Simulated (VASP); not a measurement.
Runs of VASP 6.6.1 on K2S. The structure is that of space group Fm-3m (No. 225), or close to it. The cells are those of the table. 

```csv
cell,gap on the mesh (eV),pressure (GPa)
"a = 5.120 Å, angles 60.0°, 3 atoms",(b),(a)
"a = 5.226 Å, angles 60.0°, 3 atoms",2.39,0.6
"a = 5.329 Å, angles 60.0°, 3 atoms",2.25,(c)
"a = 5.278 Å, angles 60.0°, 3 atoms",2.32,0.0
"a = 5.173 Å, angles 60.0°, 3 atoms",2.47,1.3
```

Alike in all rows: task single point; level PBE; potentials or basis VASP PAW PBE potentials, release 64 (K_sv, S); no spin polarisation; k mesh 6 × 6 × 6; cutoff (eV) 500; smearing fermi-dirac 0.1 eV.

**Question.** Estimate the missing entries.

**Answer.** (a) 2.1; (b) 2.55; (c) -0.5.

A k mesh can miss the band edges.
